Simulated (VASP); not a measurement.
Mg3Sn2Ir, 6 atoms in the cell. The structure is tetragonal, space group P4/mmm (No. 123). The conventional cell has a = 3.160 Å, b = 3.160 Å, c = 12.647 Å, α = 90.00°, β = 90.00°, γ = 90.00°. Within 3.6 Å of Mg (site symmetry 4mm) lie 4 Ir at 2.71 Å and 5 Mg at 3.05 to 3.16 Å and 4 Sn at 3.33 Å. Within 4.2 Å of Mg (site symmetry 4/mmm) lie 4 Mg at 3.16 Å and 8 Sn at 3.23 Å. Sn (site symmetry 4mm) has 4 Sn at 3.16 Å and 8 Mg at 3.23 to 3.33 Å and 1 Ir at 4.00 Å within 4.2 Å. Within 3.6 Å of Ir (site symmetry 4/mmm) lie 8 Mg at 2.71 Å and 4 Ir at 3.16 Å. 

| Item | Value |
| --- | --- |
| Program | VASP 6.6.1 |
| Task | single point |
| Functional | PBE |
| Potentials or basis | VASP PAW PBE potentials, release 64 (Mg, Sn_d, Ir) |
| Cutoff | 520 eV |
| k mesh | 6 × 6 × 2 |
| Occupations | gaussian, width 0.1 eV |
| Spin | collinear spin |
| Starting moments | [0.0, 0.0, 0.0, 0.0, 0.0, 1.0] μB |
| Dipole correction | no |
| Further INCAR settings | ALGO = Normal; EDIFF = 1e-06; NBANDS = 34 |

Potentials or basis: VASP PAW PBE potentials, release 64 (Mg, Sn_d, Ir).

Run with:

```console
$ cat potpaw_PBE.64/Mg/POTCAR potpaw_PBE.64/Sn_d/POTCAR potpaw_PBE.64/Ir/POTCAR > POTCAR
$ mpirun -np 1 vasp_std > vasp.out
```

Hardware: 1 thread of AMD EPYC 9R45 96-Core Processor (Zen 5), with other jobs on the host.

Problem. Estimate the wall time of this run.

Solution. It took 97 s on 1 thread of AMD EPYC 9R45 96-Core Processor (Zen 5), with other jobs on the host, peak memory 0.32 GiB. Counts: scf iterations 16, k points 20.
